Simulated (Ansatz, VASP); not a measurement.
## Two plane-wave programs on O

```xyz
2
Lattice="0.0000 2.0791 3.2996 1.4584 0.0000 3.2996 1.4584 2.0791 0.0000" Properties=species:S:1:pos:R:3 pbc="T T T"
O     1.4584    2.0791    0.5748
O     1.4584    2.0791    6.0245
```

Change from the starting cell: volume scaled by 0.96, PAW files.

Alike in both runs: task electric field gradients; functional PBE; k mesh 12 × 12 × 12; occupations fermi-dirac, width 0.01 eV; no spin polarisation.

|  | VASP | Ansatz |
| --- | --- | --- |
| version | VASP 6.6.1 | Ansatz 0.2.0 |
| potentials or method | VASP PAW PBE potentials, release 64 (O) | PAW with Ansatz's default frozen-core files, scalar-relativistic |
| plane-wave cutoff (eV) | 520 | 420 |
| valence electrons in the cell | 12 | 12 |

Ansatz gave:

```
pressure (GPa)                                                : 19.5
traceless stress, the component that is largest in VASP (GPa) : 43.14
rms of the force components (eV/Å)                            : 3.071
size of Vzz on the site where it differs most (V/Å²)          : 107.7
```

What did VASP give for the same quantities?

Pressure (GPa): 25.9; traceless stress, the component that is largest in VASP (GPa): 56.85; rms of the force components (eV/Å): 4.387; size of Vzz on the site where it differs most (V/Å²): 108.2.

Atom by atom the forces differ by 1.316 eV/Å (rms over components).

Noted on VASP's run: the standard files for N, O and F lose accuracy on very short bonds; spin is off for a triplet molecule.
